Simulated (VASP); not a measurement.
Here is a VASP 6.6.1 calculation.

Contents of INCAR:

```
SYSTEM = Pt
PREC = Accurate
ENCUT = 600
EDIFF = 1E-8
ISMEAR = -1
SIGMA = 0.15
LREAL = .FALSE.
LASPH = .TRUE.
NELM = 80
ALGO = Normal
ISIF = 3
LWAVE = .FALSE.
LCHARG = .FALSE.
GGA = PE
IBRION = 6
NFREE = 2
POTIM = 0.015
NSW = 1
```

File KPOINTS:

```
regular mesh
0
G
  18 18 18
  0 0 0
```

Contents of POSCAR:

```
Pt
1.0
    0.0000000000      1.9870576058      1.9870576058
    1.9870576058      0.0000000000      1.9870576058
    1.9870576058      1.9870576058      0.0000000000
Pt
1
Direct
    0.0000000000      0.0000000000      0.0000000000
```

Potentials or basis: VASP PAW PBE potentials, release 64 (Pt).

Command:

```console
$ cat potpaw_PBE.64/Pt/POTCAR > POTCAR
$ mpirun -np 1 vasp_std > vasp.out
```

**Question.** Predict the elastic constants C11, C12, C44.

**Answer.** 307, 213, 79 GPa.

**Question.** Predict the Voigt bulk modulus.

**Answer.** 244 GPa.

Clamped-ion elastic tensor (GPa):
```
307 213 213   0   0   0
213 307 213   0   0   0
213 213 307   0   0   0
  0   0   0  79   0   0
  0   0   0   0  79   0
  0   0   0   0   0  79
```
